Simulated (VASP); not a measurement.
# Al4CoNi3 (Im-3m) in VASP: single point with LDA

Aim: the single point of Al4CoNi3 with LDA.

Everything below comes from runs of VASP 6.6.1. Logs are shortened: lines on timing, memory, paths and dates and some standing lists are left out, and cuts for length are marked.

## (1) The cell of the first run

The structure is cubic, space group Im-3m (No. 229). Conventional cell: a = 5.774 Å, b = 5.774 Å, c = 5.774 Å, α = 90.00°, β = 90.00°, γ = 90.00°. Al (site symmetry -3m) has 6 Ni at 2.50 Å and 2 Co at 2.50 Å and 6 Al at 2.89 Å within 3.3 Å. Within 3.3 Å of Ni (site symmetry 4/mmm) lie 8 Al at 2.50 Å and 4 Ni at 2.89 Å and 2 Co at 2.89 Å. Co (site symmetry m-3m) has 8 Al at 2.50 Å and 6 Ni at 2.89 Å within 3.3 Å.

## (2) Single point, LDA, collinear spin, ferromagnetic start

Contents of INCAR:

```
PREC = Accurate
ENCUT = 520
EDIFF = 1E-6
ISMEAR = 0
SIGMA = 0.1
LREAL = False
LASPH = True
NELM = 150
ALGO = Normal
ISIF = 2
LWAVE = False
LCHARG = True
ISPIN = 2
MAGMOM = 0 0 0 0 0 0 0 0.82
LORBIT = 11
LMAXMIX = 4
LELF = True
LVHAR = True
NBANDS = 40
```

Contents of KPOINTS:

```
regular mesh
0
Gamma
  10 10 10
```

Contents of POSCAR:

```
Al4CoNi3
1.0
   -2.8867732000      2.8867732000      2.8867732000
    2.8867732000     -2.8867732000      2.8867732000
    2.8867732000      2.8867732000     -2.8867732000
Al Ni Co
4 3 1
Direct
    0.0000000000      0.5000000000      0.0000000000
    0.5000000000      0.5000000000      0.5000000000
    0.0000000000      0.0000000000      0.5000000000
    0.5000000000      0.0000000000      0.0000000000
    0.5000000000      0.0000000000      0.5000000000
    0.5000000000      0.5000000000      0.0000000000
    0.0000000000      0.5000000000      0.5000000000
    0.0000000000      0.0000000000      0.0000000000
```

Potentials or basis: VASP PAW LDA potentials, release 64 (Al, Ni, Co).

Launch:

```
$ cat potpaw_LDA.64/Al/POTCAR potpaw_LDA.64/Ni/POTCAR potpaw_LDA.64/Co/POTCAR > POTCAR
$ mpirun -np 1 vasp_std > vasp.out
```

OUTCAR:

```text
PREC = Accurate
   ENCUT = 520
   EDIFF = 1E-6
   ISMEAR = 0
   LREAL = False
   LASPH = True
   NELM = 150
   ISIF = 2
   ISPIN = 2
   LORBIT = 11

 ion  position               nearest neighbor table
   1  0.000  0.500  0.000-   5 2.50   6 2.50   7 2.50   8 2.50   7 2.50   8 2.50   6 2.50   5 2.50
                             4 2.89   3 2.89   2 2.89   2 2.89   4 2.89   3 2.89
   2  0.500  0.500  0.500-   5 2.50   6 2.50   7 2.50   8 2.50   6 2.50   5 2.50   7 2.50   8 2.50
                             4 2.89   4 2.89   1 2.89   1 2.89   3 2.89   3 2.89
   3  0.000  0.000  0.500-   5 2.50   6 2.50   7 2.50   8 2.50   8 2.50   7 2.50   5 2.50   6 2.50
                             4 2.89   1 2.89   1 2.89   4 2.89   2 2.89   2 2.89
   4  0.500  0.000  0.000-   5 2.50   6 2.50   7 2.50   8 2.50   5 2.50   6 2.50   8 2.50   7 2.50
                             3 2.89   2 2.89   1 2.89   3 2.89   1 2.89   2 2.89
   5  0.500  0.000  0.500-   1 2.50   2 2.50   3 2.50   4 2.50   4 2.50   2 2.50   3 2.50   1 2.50
                             7 2.89   6 2.89   8 2.89   8 2.89   7 2.89   6 2.89
   6  0.500  0.500  0.000-   1 2.50   2 2.50   3 2.50   4 2.50   2 2.50   4 2.50   1 2.50   3 2.50
                             7 2.89   5 2.89   8 2.89   7 2.89   8 2.89   5 2.89
   7  0.000  0.500  0.500-   1 2.50   2 2.50   3 2.50   4 2.50   1 2.50   3 2.50   2 2.50   4 2.50
                             6 2.89   8 2.89   8 2.89   6 2.89   5 2.89   5 2.89
   8  0.000  0.000  0.000-   1 2.50   2 2.50   3 2.50   4 2.50   3 2.50   1 2.50   4 2.50   2 2.50
                             6 2.89   7 2.89   7 2.89   5 2.89   6 2.89   5 2.89

  LATTYP: Found a body centered cubic cell.
 ALAT       =     5.7735464000

  Lattice vectors:

 A1 = (  -2.8867732000,   2.8867732000,   2.8867732000)
 A2 = (   2.8867732000,  -2.8867732000,   2.8867732000)
 A3 = (   2.8867732000,   2.8867732000,  -2.8867732000)

Analysis of symmetry for initial positions (statically):
=====================================================================
 Subroutine PRICEL returns:
 Original cell was already a primitive cell.

 Routine SETGRP: Setting up the symmetry group for a
 body centered cubic supercell.

 Subroutine GETGRP returns: Found 48 space group operations
 (whereof 48 operations were pure point group operations)
 out of a pool of 48 trial point group operations.

The static configuration has the point symmetry O_h .

Analysis of symmetry for dynamics (positions and initial velocities):
=====================================================================
 Subroutine PRICEL returns:
 Original cell was already a primitive cell.

 Routine SETGRP: Setting up the symmetry group for a
 body centered cubic supercell.

 Subroutine GETGRP returns: Found 48 space group operations
 (whereof 48 operations were pure point group operations)
 out of a pool of 48 trial point group operations.

The dynamic configuration has the point symmetry O_h .

Analysis of structural, dynamic, and magnetic symmetry:
=====================================================================
 Subroutine PRICEL returns:
 Original cell was already a primitive cell.

 Routine SETGRP: Setting up the symmetry group for a
 body centered cubic supercell.

 Subroutine GETGRP returns: Found 48 space group operations
 (whereof 48 operations were pure point group operations)
 out of a pool of 48 trial point group operations.

The overall configuration has the point symmetry O_h .

 Subroutine INISYM returns: Found 48 space group operations
 (whereof 48 operations are pure point group operations),
 and found     1 'primitive' translations

----------------------------------------------------------------------------------------

                                     Primitive cell

  volume of cell :      96.2272

  direct lattice vectors                    reciprocal lattice vectors
    -2.886773200  2.886773200  2.886773200     0.000000000  0.173203770  0.173203770
     2.886773200 -2.886773200  2.886773200     0.173203770  0.000000000  0.173203770
     2.886773200  2.886773200 -2.886773200     0.173203770  0.173203770  0.000000000

  length of vectors
     5.000037852  5.000037852  5.000037852     0.244947120  0.244947120  0.244947120

  position of ions in fractional coordinates (direct lattice)
     0.000000000  0.500000000  0.000000000
     0.500000000  0.500000000  0.500000000
     0.000000000  0.000000000  0.500000000
     0.500000000  0.000000000  0.000000000
     0.500000000  0.000000000  0.500000000
     0.500000000  0.500000000  0.000000000
     0.000000000  0.500000000  0.500000000
     0.000000000  0.000000000  0.000000000

[... 78 lines left out ...]
   LSORBIT =      F    spin-orbit coupling
   LASPH  =      T    aspherical Exc in radial PAW
   ENCUT  =  520.0 eV  38.22 Ry    6.18 a.u.   9.30  9.30  9.30*2*pi/ulx,y,z
   NELM   =    150;   NELMIN=  2; NELMDL= -5     # of ELM steps
   EDIFF  = 0.1E-05   stopping-criterion for ELM
   LREAL  =      F    real-space projection
   EDIFFG = 0.1E-04   stopping-criterion for IOM
   NSW    =      0    number of steps for IOM
   IBRION =     -1    ionic relax: 0-MD 1-quasi-New 2-CG
   NFREE  =      0    steps in history (QN), initial steepest desc. (CG)
   ISIF   =      2    stress and relaxation
   ISYM   =      2    0-nonsym 1-usesym 2-fastsym
   POTIM  = 0.5000    time-step for ionic-motion
   TEBEG  =    0.0;   TEEND  =   0.0 temperature during run
   PSTRESS=    0.0 pullay stress
   NELECT =      51.0000    total number of electrons
   NUPDOWN=      -1.0000    fix difference up-down
   EMIN   =  10.00;   EMAX   =-10.00  energy-range for DOS
   EFERMI =   0.00;   METHOD = LEGACY
   ISMEAR =     0;   SIGMA  =   0.10  broadening in eV -4-tet -1-fermi 0-gaus
   EFERMI_NEDOS =   21; number of points for ismear=-14 and -15
   IALGO  =     38    algorithm
   IMIX   =      4    mixing-type and parameters
     AMIX     =   0.40;   BMIX     =  1.00
     AMIX_MAG =   1.60;   BMIX_MAG =  1.00
  volume/ion in A,a.u.               =      12.03        81.17
  Fermi-wavevector in a.u.,A,eV,Ry     =   1.324846  2.503597 23.881194  1.755218
  Thomas-Fermi vector in A             =   2.454351
   LORBIT       =     11    0 simple, 1 ext, 2 COOP (PROOUT), +10 PAW based schemes
   GGA     = CA    functional components
   LHFCALC =     F    Hartree Fock is set to
   AEXX    =    0.0000 exact exchange contribution
   IVDW    =     0    specifies the selected vdW correction
   LEPSILON=     F    determine dielectric tensor
   LRPA    =     F    only Hartree local field effects (RPA)
 spin polarized calculation
 Gauss-broadening in eV      SIGMA  =   0.10
  energy-cutoff  :      520.00
  volume of cell :       96.23
 maximum number of plane-waves:      2608
 NGX is ok and might be reduce to    40
   NGX = 19   NGY = 19   NGZ = 19

 number of electron      51.0000039 magnetization       0.0048430

 number of electron      51.0000039 magnetization      -0.0002395

 Free energy of the ion-electron system (eV)
  ---------------------------------------------------
  ext. energy  EPLUGINS =         0.00000000
  ---------------------------------------------------
  free energy    TOTEN  =       -49.98092925 eV

  energy without entropy =      -49.95841952  energy(sigma->0) =      -49.96967439

 E-fermi :   9.6845     XC(G=0): -12.2842

 val. band max:        9.6782730545   @ k =   0.3000   0.0000   0.0000
 cond. band min:       9.7107140251   @ k =  -0.4000   0.4000   0.3000
 fundamental gap:      0.0324409706
 Fermi energy:         9.6844638061

 spin component 1

 k-point     1 :       0.0000    0.0000    0.0000
  band No.  band energies     occupation
      1      -1.2696      1.00000
      2       4.4694      1.00000
      3       4.4694      1.00000
      4       4.4694      1.00000
      5       6.3658      1.00000
      6       6.3658      1.00000
[... 949 lines left out ...]
     36      16.3876      0.00000
     37      17.6388      0.00000

 [... further k-points ...]

 spin component 2

 k-point     1 :       0.0000    0.0000    0.0000
  band No.  band energies     occupation
      1      -1.2696      1.00000
      2       4.4694      1.00000
      3       4.4694      1.00000
      4       4.4694      1.00000
      5       6.3658      1.00000
      6       6.3658      1.00000
[... 949 lines left out ...]
     36      16.3876      0.00000
     37      17.6388      0.00000

 [... further k-points ...]

 [bands above 37 left out]

------------------------ aborting loop because EDIFF is reached ----------------------------------------

  FORCE on cell =-STRESS in cart. coord.  units (eV):
  Direction    XX          YY          ZZ          XY          YZ          ZX
  --------------------------------------------------------------------------------------
  -------------------------------------------------------------------------------------
  Total       -6.4051463     -6.4051463     -6.4051463     -0.0000000      0.0000000     -0.0000000
  in kB     -106.6452835   -106.6452835   -106.6452835     -0.0000000      0.0000000     -0.0000000
  external PRESSURE =    -106.6452835 kB  Pullay stress =       0.0000000 kB

 VOLUME and BASIS-vectors are now :
 -----------------------------------------------------------------------------
  energy-cutoff  :      520.00
  volume of cell :       96.23
      direct lattice vectors                 reciprocal lattice vectors
    -2.886773200  2.886773200  2.886773200     0.000000000  0.173203770  0.173203770
     2.886773200 -2.886773200  2.886773200     0.173203770  0.000000000  0.173203770
     2.886773200  2.886773200 -2.886773200     0.173203770  0.173203770  0.000000000

 POSITION                                       TOTAL-FORCE (eV/Angst)
 -----------------------------------------------------------------------------------
      1.44339     -1.44339      1.44339        -0.000000     -0.000000     -0.000000
      1.44339      1.44339      1.44339        -0.000000     -0.000000     -0.000000
      1.44339      1.44339     -1.44339        -0.000000     -0.000000     -0.000000
     -1.44339      1.44339      1.44339        -0.000000     -0.000000      0.000000
      0.00000      2.88677      0.00000         0.000000      0.000000      0.000000
      0.00000      0.00000      2.88677         0.000000     -0.000000      0.000000
      2.88677      0.00000      0.00000         0.000000     -0.000000     -0.000000
      0.00000      0.00000      0.00000        -0.000000     -0.000000     -0.000000
 -----------------------------------------------------------------------------------
    total drift:                               -0.000000     -0.000000      0.000000

  FREE ENERGIE OF THE ION-ELECTRON SYSTEM (eV)
  ---------------------------------------------------
  free  energy   TOTEN  =       -49.9809292516 eV

  energy  without entropy=      -49.9584195244  energy(sigma->0) =      -49.96967439

 total charge

# of ion       s       p       d       tot
------------------------------------------
    1        0.390   0.415   0.000   0.806
    2        0.390   0.415   0.000   0.806
    3        0.390   0.415   0.000   0.806
    4        0.390   0.415   0.000   0.806
    5        0.479   0.511   8.486   9.476
    6        0.479   0.511   8.486   9.476
    7        0.479   0.511   8.486   9.476
    8        0.428   0.463   7.530   8.422
--------------------------------------------------
tot          3.427   3.658  32.988  40.074

 magnetization (x)

# of ion       s       p       d       tot
------------------------------------------
    1       -0.000   0.000   0.000   0.000
    2       -0.000   0.000   0.000   0.000
    3       -0.000   0.000   0.000   0.000
    4       -0.000   0.000   0.000   0.000
    5       -0.000   0.000  -0.000  -0.000
    6       -0.000   0.000  -0.000  -0.000
    7       -0.000   0.000  -0.000  -0.000
    8       -0.000  -0.000  -0.000  -0.000
--------------------------------------------------
tot         -0.000   0.000  -0.000  -0.000
```

Run time: 9.4 min. Hardware: 1 thread of Intel Xeon Platinum 8259CL at 2.50GHz (Skylake/Cascade Lake), shared host; peak memory 0.4 GiB.

Results:

* Free energy: -49.9809 eV
* Pressure: -10.7 GPa
* Net moment: 0.00 μB per cell
* Valence electrons inside the program's atomic spheres: Al 0.81; Ni 9.48; Co 8.42

Caveat: the cell stands under tension; the moments typed at the start vanished in this run.
